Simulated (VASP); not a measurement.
Here is a VASP 6.6.1 calculation.

File POSCAR:

```
GaAs
1.0
    0.0000000000      2.7691429914      2.7691429914
    2.7691429914      0.0000000000      2.7691429914
    2.7691429914      2.7691429914      0.0000000000
As Ga
1 1
Direct
    0.7500000000      0.7500000000      0.7500000000
    0.0000000000      0.0000000000      0.0000000000
```

Contents of INCAR.step1:

```
PREC = Accurate ; ENCUT = 520
EDIFF = 1E-5 ; ISMEAR = -1
SIGMA = 0.05 ; LREAL = F
LASPH = T ; NELM = 80
ALGO = Normal ; ISIF = 2
LWAVE = T ; LCHARG = F
GGA = PE ; NBANDS = 16
```

Contents of INCAR.step2:

```
PREC = Accurate ; ENCUT = 520
EDIFF = 1E-6 ; ISMEAR = -1
SIGMA = 0.05 ; LREAL = F
LASPH = T ; NELM = 80
ALGO = Normal ; ISIF = 2
LWAVE = F ; LCHARG = F
GGA = PE ; LHFCALC = T
AEXX = 0.25 ; HFSCREEN = 0.3
PRECFOCK = Normal ; ISTART = 1
NBANDS = 16
```

Contents of KPOINTS:

```
Automatic mesh
0
Gamma
  4 4 4
```

Potentials or basis: VASP PAW PBE potentials, release 64 (As, Ga_d).

Run with:

```sh
$ cat potpaw_PBE.64/As/POTCAR potpaw_PBE.64/Ga_d/POTCAR > POTCAR
$ cp INCAR.step1 INCAR
$ mpirun -np 1 vasp_std > vasp.out
$ cp INCAR.step2 INCAR
$ mpirun -np 1 vasp_std > vasp.out
```

Question: What does it give for the pressure?

Answer: 7.2 GPa.

Question: Estimate the band gap on the k mesh.

Answer: 1.81 eV (least direct gap 1.82 eV).

Caveat: the k points lie up to 0.49 Å⁻¹ apart; the PAW data sets were made with another functional, which shifts forces and pressure a little. A k mesh can miss the band edges.
